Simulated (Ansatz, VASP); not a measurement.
# HfO2 in VASP and in Ansatz

```
Hf O
1.0
     0.00000    2.58096    2.40429
     2.58096    0.00000    2.40429
     2.58096    2.58096    0.00000
Hf O
1 2
Direct
  0.99853 0.00147 0.00147
  0.25819 0.24181 0.24181
  0.75819 0.74181 0.74181
```

Change from the starting cell: mode 4 frozen in at -0.041 Å, strain +e along z and -e/2 along x and y -0.0467.

Alike in both runs: task single point; functional PBEsol; k mesh 8 × 8 × 8; occupations gaussian, width 0.05 eV; no spin polarisation.

|  | VASP | Ansatz |
| --- | --- | --- |
| version | VASP 6.6.1 | Ansatz 0.2.0 |
| potentials or method | VASP PAW PBE potentials, release 64 (Hf_pv, O), cutoff 520 eV | scalar-relativistic, plane waves, PAW |
| valence electrons in the cell | 22 | 38 |

```csv
,VASP,Ansatz,Ansatz less VASP
gap on the k mesh at the Fermi level (eV),2.87,2.88,+0.009
least direct gap on the mesh (eV),3.07,3.07,-0.005
pressure (GPa),-2.8,1.0,+3.77
"traceless stress, the component that is largest in VASP (GPa)",22.51,22.12,-0.385
rms of the force components (eV/Å),0.102,0.107,+0.0050
```

VASP's potentials were made for PBE, not for PBEsol, and Ansatz warns of the same on its side. Atom by atom the forces differ by 0.005 eV/Å (rms over components). VASP's potentials hold 22 valence electrons a cell and Ansatz's 38, so a difference there can come from the potentials and not from the codes.

Spin-orbit coupling is off throughout.
